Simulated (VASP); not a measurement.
Here is a VASP 6.6.1 calculation.

INCAR

```
ALGO = Normal
EDIFF = 1E-6
ENCUT = 520
GGA = PS
GGA_COMPAT = False
ISIF = 2
ISMEAR = -1
LASPH = True
LCHARG = False
LREAL = False
LWAVE = False
NBANDS = 66
NELM = 120
PREC = Accurate
SIGMA = 0.02
```

KPOINTS

```
k-points
0
Gamma
  4 4 2
```

Contents of POSCAR:

```
MgO
1.0
    0.0000000000      4.2043348337      4.2043348337
    4.2043348337      0.0000000000      4.2043348337
    6.3065022505      6.3065022505      0.0000000000
Mg O
12 12
Direct
    0.0006374373      0.0061593572     -0.0022067700
    0.0067152121     -0.0049960341      0.3324873150
   -0.0011988817      0.0084356983      0.6653088088
   -0.0000606517      0.5036732524     -0.0046104796
    0.0004451358      0.5003282524      0.3291597176
   -0.0074705040      0.5086296845      0.6626789834
    0.4967113902     -0.0031153561      0.0078374665
    0.5020456466      0.0014646788      0.3301370423
    0.5111877586     -0.0042476398      0.6624465249
    0.4935897311      0.5054089610     -0.0028319184
    0.4953940593      0.4851460649      0.3370506210
    0.4950602372      0.5033990117      0.6615495935
    0.2475120420      0.2512786307      0.1657498021
    0.2512628137      0.2528411846      0.5022762023
    0.2533883580      0.2568188650      0.8322994731
    0.2471827390      0.7365505181      0.1702771136
    0.2504950347      0.7495987177      0.4974462666
    0.2474107180      0.7590612133      0.8301960884
    0.7556140568      0.2469968594      0.1704685826
    0.7573329970      0.2447358597      0.5025992815
    0.7474351174      0.2574929312      0.8340888960
    0.7518243967      0.7486954832      0.1690674890
    0.7515267278      0.7452356018      0.4965026374
    0.7451830370      0.7569475615      0.8301776154
```

Potentials or basis: VASP PAW PBE potentials, release 64 (Mg, O).

Launch:

```console
$ cat potpaw_PBE.64/Mg/POTCAR potpaw_PBE.64/O/POTCAR > POTCAR
$ mpirun -np 1 vasp_std > vasp.out
```

Predict the largest force.

0.891 eV/Å.

What does it give for the pressure?

1.0 GPa.

What does it give for the band gap on the k mesh?

4.66 eV.

Stress tensor (GPa, compression positive):
```
 0.91 -0.02 -0.01
-0.02  1.12 -0.03
-0.01 -0.03  1.08
```

Caveat: the k points lie up to 0.43 Å⁻¹ apart; the atoms stand as in a frame of molecular dynamics; the PAW data sets were made with another functional, which shifts forces and pressure a little.
